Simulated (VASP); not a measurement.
Runs of VASP 6.6.1 on ZnS. The structure is that of space group F-43m (No. 216), or close to it. The cells are those of the table. 

```csv
task,level,cell,k mesh,cutoff (eV),smearing,gap on the mesh (eV),pressure (GPa)
single point,PBEsol,"a = 3.821 Å, angles 60.0°, 2 atoms",6 × 6 × 6,500,gaussian 0.1 eV,1.98,-1.8
single point,PBEsol,"a = 3.787 Å, angles 60.0°, 2 atoms",10 × 10 × 10,520,gaussian 0.02 eV,2.10,0.2
single point,PBEsol,"a = 3.787 Å, angles 60.0°, 2 atoms",10 × 10 × 10,500,gaussian 0.02 eV,2.10,0.2
relaxation of cell and atoms,PBEsol,"relaxed from a = 3.821 Å, angles 60.0°, 2 atoms",10 × 10 × 10,600,gaussian 0.02 eV,(a),0.0
single point,r2SCAN,"a = 3.787 Å, angles 60.0°, 2 atoms",10 × 10 × 10,550,gaussian 0.02 eV,2.80,(b)
```

Alike in all rows: potentials or basis VASP PAW PBE potentials, release 64 (Zn, S); no spin polarisation.

Question: Fill in the values left out.

Answer: (a) 2.08; (b) 1.5.

Caveats: the PAW data sets were made with another functional, which shifts forces and pressure a little.

